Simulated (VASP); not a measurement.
# Zn (I4/mmm) in VASP: further runs

Zn is run at these levels: PBE; tasks: single point.

All numbers are computed with VASP 6.6.1; they aren't measurements. Logs are shortened: lines on timing, memory, paths and dates and some standing lists are left out, and cuts for length are marked.

## Step 1: The cell of the first run

It takes space group I4/mmm (No. 139, tetragonal). Conventional cell: a = 3.215 Å, b = 3.215 Å, c = 2.958 Å, α = 90.00°, β = 90.00°, γ = 90.00°. Within 3.6 Å of Zn (site symmetry 4/mmm) lie 14 Zn at 2.71 to 3.21 Å.

## Step 2: Single point, PBE

Contents of INCAR:

```
SYSTEM = Zn
PREC = Accurate
ENCUT = 520
EDIFF = 1E-6
ISMEAR = 0
SIGMA = 0.1
LREAL = .FALSE.
LASPH = .TRUE.
NELM = 100
ALGO = Fast
ISIF = 2
LWAVE = .FALSE.
LCHARG = .FALSE.
GGA = PE
NBANDS = 19
```

Contents of KPOINTS:

```
Automatic mesh
0
G
  6 6 6
  0 0 0
```

Contents of POSCAR:

```
Zn
1.0
    3.2148115716      0.0000000000      0.0000000000
    0.0000000000      3.2148115716      0.0000000000
    0.0000000000      0.0000000000      2.9578374062
Zn
2
Direct
    0.5000000000      0.0000000000      0.7500069009
    0.0000000000      0.5000000000      0.2499930991
```

Potentials or basis: VASP PAW PBE potentials, release 64 (Zn).

Run with:

```bash
$ cat potpaw_PBE.64/Zn/POTCAR > POTCAR
$ mpirun -np 1 vasp_std > vasp.out
```

OUTCAR:

```text
SYSTEM = Zn
   PREC = Accurate
   ENCUT = 520
   EDIFF = 1E-6
   ISMEAR = 0
   LREAL = .FALSE.
   LASPH = .TRUE.
   NELM = 100
   ISIF = 2
   GGA = PE

 ion  position               nearest neighbor table
   1  0.500  0.000  0.750-   2 2.71   2 2.71   2 2.71   2 2.71   2 2.71   2 2.71   2 2.71   2 2.71

   2  0.000  0.500  0.250-   1 2.71   1 2.71   1 2.71   1 2.71   1 2.71   1 2.71   1 2.71   1 2.71

  LATTYP: Found a simple tetragonal cell.
 ALAT       =     3.2148115716
 C/A-ratio  =     0.9200655592

  Lattice vectors:

 A1 = (   3.2148115716,   0.0000000000,   0.0000000000)
 A2 = (   0.0000000000,   3.2148115716,   0.0000000000)
 A3 = (   0.0000000000,   0.0000000000,   2.9578374062)

Analysis of symmetry for initial positions (statically):
=====================================================================
 Subroutine PRICEL returns:
 Original cell was already a primitive cell.

 Routine SETGRP: Setting up the symmetry group for a
 simple tetragonal supercell.

 Subroutine GETGRP returns: Found 16 space group operations
 (whereof  8 operations were pure point group operations)
 out of a pool of 16 trial point group operations.

The static configuration has the point symmetry D_2d.
 The point group associated with its full space group is D_4h.

Analysis of symmetry for dynamics (positions and initial velocities):
=====================================================================
 Subroutine PRICEL returns:
 Original cell was already a primitive cell.

 Routine SETGRP: Setting up the symmetry group for a
 simple tetragonal supercell.

 Subroutine GETGRP returns: Found 16 space group operations
 (whereof  8 operations were pure point group operations)
 out of a pool of 16 trial point group operations.

The dynamic configuration has the point symmetry D_2d.
 The point group associated with its full space group is D_4h.

 Subroutine INISYM returns: Found 16 space group operations
 (whereof  8 operations are pure point group operations),
 and found     1 'primitive' translations

----------------------------------------------------------------------------------------

                                     Primitive cell

  volume of cell :      30.5693

  direct lattice vectors                    reciprocal lattice vectors
     3.214811572  0.000000000  0.000000000     0.311060222  0.000000000  0.000000000
     0.000000000  3.214811572  0.000000000     0.000000000  0.311060222  0.000000000
     0.000000000  0.000000000  2.957837406     0.000000000  0.000000000  0.338084845

  length of vectors
     3.214811572  3.214811572  2.957837406     0.311060222  0.311060222  0.338084845

  position of ions in fractional coordinates (direct lattice)
     0.500000000  0.000000000  0.750006901
     0.000000000  0.500000000  0.249993099

  ion indices of the primitive-cell ions
   primitive index   ion index
                 1           1
                 2           2

----------------------------------------------------------------------------------------

 KPOINTS: Automatic mesh

Automatic generation of k-mesh.
 Grid dimensions read from file:
 generate k-points for:    6    6    6

 Generating k-lattice:

  Cartesian coordinates                     Fractional coordinates (reciprocal lattice)
     0.051843370  0.000000000  0.000000000     0.166666667  0.000000000  0.000000000
     0.000000000  0.051843370  0.000000000     0.000000000  0.166666667  0.000000000
     0.000000000  0.000000000  0.056347474     0.000000000  0.000000000  0.166666667

  Length of vectors
     0.051843370  0.051843370  0.056347474

  Shift w.r.t. Gamma in fractional coordinates (k-lattice)
     0.000000000  0.000000000  0.000000000

 Subroutine IBZKPT returns following result:
 ===========================================

 Found     40 irreducible k-points:

 Following reciprocal coordinates:
            Coordinates               Weight
  0.000000  0.000000  0.000000      1.000000
  0.166667  0.000000  0.000000      4.000000
  0.333333  0.000000  0.000000      4.000000
  0.500000  0.000000  0.000000      2.000000
  0.166667  0.166667  0.000000      4.000000
  0.333333  0.166667  0.000000      8.000000
[... 16 lines left out ...]
  0.333333  0.000000  0.333333      8.000000
  0.500000  0.000000  0.333333      4.000000
 [... further k-points ...]
   k-points           NKPTS =     40   k-points in BZ     NKDIM =     40   number of bands    NBANDS=     19
   number of dos      NEDOS =    301   number of ions     NIONS =      2
   total plane-waves  NPLWV =  13824
   dimension x,y,z NGX =    24 NGY =   24 NGZ =   24
   dimension x,y,z NGXF=    48 NGYF=   48 NGZF=   48
   ions per type =               2
   NGX,Y,Z   is equivalent  to a cutoff of  12.41, 12.41, 13.49 a.u.
   NGXF,Y,Z  is equivalent  to a cutoff of  24.82, 24.82, 26.98 a.u.
 SYSTEM =  Zn
   PREC   = accura    normal or accurate (medium, high low for compatibility)
   ISTART =      0    job   : 0-new  1-cont  2-samecut
   ICHARG =      2    charge: 1-file 2-atom 10-const
   ISPIN  =      1    spin polarized calculation?
   LNONCOLLINEAR =      F non collinear calculations
   LSORBIT =      F    spin-orbit coupling
   LASPH  =      T    aspherical Exc in radial PAW
   ENCUT  =  520.0 eV  38.22 Ry    6.18 a.u.   5.98  5.98  5.50*2*pi/ulx,y,z
   NELM   =    100;   NELMIN=  2; NELMDL= -5     # of ELM steps
   EDIFF  = 0.1E-05   stopping-criterion for ELM
   LREAL  =      F    real-space projection
   EDIFFG = 0.1E-04   stopping-criterion for IOM
   NSW    =      0    number of steps for IOM
   IBRION =     -1    ionic relax: 0-MD 1-quasi-New 2-CG
   NFREE  =      0    steps in history (QN), initial steepest desc. (CG)
   ISIF   =      2    stress and relaxation
   ISYM   =      2    0-nonsym 1-usesym 2-fastsym
   POTIM  = 0.5000    time-step for ionic-motion
   TEBEG  =    0.0;   TEEND  =   0.0 temperature during run
   PSTRESS=    0.0 pullay stress
   NELECT =      24.0000    total number of electrons
   NUPDOWN=      -1.0000    fix difference up-down
   EMIN   =  10.00;   EMAX   =-10.00  energy-range for DOS
   EFERMI =   0.00;   METHOD = LEGACY
   ISMEAR =     0;   SIGMA  =   0.10  broadening in eV -4-tet -1-fermi 0-gaus
   EFERMI_NEDOS =   21; number of points for ismear=-14 and -15
   IALGO  =     68    algorithm
   IMIX   =      4    mixing-type and parameters
     AMIX     =   0.40;   BMIX     =  1.00
     AMIX_MAG =   1.60;   BMIX_MAG =  1.00
  volume/ion in A,a.u.               =      15.28       103.15
  Fermi-wavevector in a.u.,A,eV,Ry     =   1.510254  2.853967 31.033101  2.280869
  Thomas-Fermi vector in A             =   2.620469
   LORBIT       =      0    0 simple, 1 ext, 2 COOP (PROOUT), +10 PAW based schemes
   GGA     = PE    functional components
   LHFCALC =     F    Hartree Fock is set to
   AEXX    =    0.0000 exact exchange contribution
   IVDW    =     0    specifies the selected vdW correction
   LEPSILON=     F    determine dielectric tensor
   LRPA    =     F    only Hartree local field effects (RPA)
 non-spin polarized calculation
 RMM-DIIS sequential band-by-band and
 Gauss-broadening in eV      SIGMA  =   0.10
  energy-cutoff  :      520.00
  volume of cell :       30.57
 maximum number of plane-waves:       838
 NGX is ok and might be reduce to    24
   NGX = 11   NGY = 11   NGZ = 11

 number of electron      24.0000058 magnetization

 Free energy of the ion-electron system (eV)
  ---------------------------------------------------
  ext. energy  EPLUGINS =         0.00000000
  ---------------------------------------------------
  free energy    TOTEN  =        -2.10594060 eV

  energy without entropy =       -2.10394137  energy(sigma->0) =       -2.10494098

 E-fermi :   3.2394     XC(G=0): -11.5396

 val. band max:        3.0237639801   @ k =   0.5000   0.5000   0.3333
 cond. band min:       3.2618293501   @ k =   0.3333   0.0000   0.3333
 fundamental gap:      0.2380653700
 Fermi energy:         3.2394209139

 k-point     1 :       0.0000    0.0000    0.0000
  band No.  band energies     occupation
      1      -7.2604      2.00000
      2      -5.1925      2.00000
      3      -5.1796      2.00000
      4      -4.7214      2.00000
      5      -4.5554      2.00000
      6      -4.5554      2.00000
[... 11 lines left out ...]
     18      21.2370      0.00000
     19      21.2370      0.00000

 k-point     2 :       0.1667    0.0000    0.0000
  band No.  band energies     occupation
      1      -6.8467      2.00000
      2      -5.1098      2.00000
      3      -5.1026      2.00000
      4      -4.6994      2.00000
      5      -4.5382      2.00000
      6      -4.5087      2.00000
[... 11 lines left out ...]
     18      17.9668      0.00000
     19      18.7629      0.00000

 k-point     3 :       0.3333    0.0000    0.0000
  band No.  band energies     occupation
      1      -5.7142      2.00000
      2      -4.9341      2.00000
      3      -4.8909      2.00000
      4      -4.6184      2.00000
      5      -4.4736      2.00000
      6      -4.4063      2.00000
[... 11 lines left out ...]
     18      15.6435      0.00000
     19      16.7569      0.00000

 k-point     4 :       0.5000    0.0000    0.0000
  band No.  band energies     occupation
      1      -4.8663      2.00000
      2      -4.8663      2.00000
      3      -4.6426      2.00000
      4      -4.6426      2.00000
      5      -4.4511      2.00000
      6      -4.4511      2.00000
[... 11 lines left out ...]
     18      13.6420      0.00000
     19      16.0470      0.00000

 k-point     5 :       0.1667    0.1667    0.0000
  band No.  band energies     occupation
      1      -6.4564      2.00000
      2      -5.0609      2.00000
      3      -5.0055      2.00000
      4      -4.6648      2.00000
      5      -4.6154      2.00000
      6      -4.3759      2.00000
[... 11 lines left out ...]
     18      14.8957      0.00000
     19      19.9573      0.00000

 k-point     6 :       0.3333    0.1667    0.0000
  band No.  band energies     occupation
      1      -5.5101      2.00000
      2      -4.9642      2.00000
      3      -4.7744      2.00000
      4      -4.6257      2.00000
      5      -4.4646      2.00000
      6      -4.3515      2.00000
[... 11 lines left out ...]
     18      17.0043      0.00000
     19      18.4250      0.00000

 k-point     7 :       0.5000    0.1667    0.0000
  band No.  band energies     occupation
      1      -5.0025      2.00000
      2      -5.0025      2.00000
      3      -4.5391      2.00000
      4      -4.5391      2.00000
      5      -4.5359      2.00000
      6      -4.5359      2.00000
[... 11 lines left out ...]
     18      16.2298      0.00000
     19      17.4882      0.00000

 k-point     8 :       0.3333    0.3333    0.0000
  band No.  band energies     occupation
      1      -5.3081      2.00000
      2      -5.0741      2.00000
      3      -4.7343      2.00000
      4      -4.5832      2.00000
      5      -4.5051      2.00000
      6      -4.3124      2.00000
[... 256 lines left out ...]
 k-point    20 :       0.5000    0.5000    0.1667
  band No.  band energies     occupation
      1      -5.1313      2.00000
      2      -5.1313      2.00000
      3      -4.8146      2.00000
      4      -4.8146      2.00000
      5      -4.2093      2.00000
      6      -4.2093      2.00000
[... 11 lines left out ...]
     18      13.3882      0.00000
     19      24.7440      0.00000

 k-point    21 :       0.0000    0.0000    0.3333
  band No.  band energies     occupation
      1      -5.4751      2.00000
      2      -4.8702      2.00000
      3      -4.8057      2.00000
      4      -4.5617      2.00000
      5      -4.5617      2.00000
      6      -4.4903      2.00000
[... 11 lines left out ...]
     18      15.4232      0.00000
     19      16.1966      0.00000

 k-point    22 :       0.1667    0.0000    0.3333
  band No.  band energies     occupation
      1      -5.3311      2.00000
      2      -4.9071      2.00000
      3      -4.7605      2.00000
      4      -4.7176      2.00000
      5      -4.4729      2.00000
      6      -4.3797      2.00000
[... 11 lines left out ...]
     18      15.9497      0.00000
     19      16.7533      0.00000

 k-point    23 :       0.3333    0.0000    0.3333
  band No.  band energies     occupation
      1      -5.2326      2.00000
      2      -5.0478      2.00000
      3      -4.8956      2.00000
      4      -4.7365      2.00000
      5      -4.4574      2.00000
      6      -4.2069      2.00000
[... 11 lines left out ...]
     18      16.1878      0.00000
     19      18.6593      0.00000

 k-point    24 :       0.5000    0.0000    0.3333
  band No.  band energies     occupation
      1      -5.1734      2.00000
      2      -5.1734      2.00000
      3      -4.8912      2.00000
      4      -4.8912      2.00000
      5      -4.2045      2.00000
      6      -4.2045      2.00000
[... 11 lines left out ...]
     18      14.4830      0.00000
     19      19.9353      0.00000

 [... further k-points ...]

------------------------ aborting loop because EDIFF is reached ----------------------------------------

  FORCE on cell =-STRESS in cart. coord.  units (eV):
  Direction    XX          YY          ZZ          XY          YZ          ZX
  --------------------------------------------------------------------------------------
  -------------------------------------------------------------------------------------
  Total       -0.0253346     -0.0253346     -0.0135180      0.0000000      0.0000000      0.0000000
  in kB       -1.3278180     -1.3278180     -0.7084980      0.0000000      0.0000000      0.0000000
  external PRESSURE =      -1.1213780 kB  Pullay stress =       0.0000000 kB

 VOLUME and BASIS-vectors are now :
 -----------------------------------------------------------------------------
  energy-cutoff  :      520.00
  volume of cell :       30.57
      direct lattice vectors                 reciprocal lattice vectors
     3.214811572  0.000000000  0.000000000     0.311060222  0.000000000  0.000000000
     0.000000000  3.214811572  0.000000000     0.000000000  0.311060222  0.000000000
     0.000000000  0.000000000  2.957837406     0.000000000  0.000000000  0.338084845

 POSITION                                       TOTAL-FORCE (eV/Angst)
 -----------------------------------------------------------------------------------
      1.60741      0.00000      2.21840        -0.000000      0.000000     -0.000082
      0.00000      1.60741      0.73944         0.000000      0.000000      0.000082
 -----------------------------------------------------------------------------------
    total drift:                                0.000000      0.000000      0.000000

  FREE ENERGIE OF THE ION-ELECTRON SYSTEM (eV)
  ---------------------------------------------------
  free  energy   TOTEN  =        -2.1059405956 eV

  energy  without entropy=       -2.1039413697  energy(sigma->0) =       -2.10494098
```

Run time: 29 s. Hardware: 1 thread of Intel Xeon 8259CL, shared host; peak memory 0.11 GiB.

What came out:

* Free energy: -2.1059 eV
* Pressure: -0.1 GPa
* Band gap on the k mesh: zero (bands 12 and 13 overlap by 4.91 eV)

Levels at points of the mesh, in eV from the Fermi level:
```csv
k point,band 9,band 10,band 11,band 12,band 13,band 14,band 15,band 16
"(0.00, 0.00, 0.00)",-7.11,-7.11,-7.07,3.31,3.31,5.94,6.65,7.85
"(0.50, 0.00, 0.00)",-7.45,-7.45,-6.07,-6.07,7.88,7.88,10.00,10.00
"(0.50, 0.50, 0.00)",-7.03,-7.03,-3.06,-3.06,-1.60,-1.60,12.64,12.64
"(0.00, 0.00, 0.50)",-7.50,-7.50,-5.36,-5.36,8.60,8.60,8.60,8.60
"(0.50, 0.00, 0.50)",-7.02,-7.02,-2.59,-2.59,-0.73,-0.73,10.74,10.74
"(0.50, 0.50, 0.50)",-7.26,-7.26,1.89,1.89,1.93,1.93,2.42,2.42
```

[end of part 1 of 2]
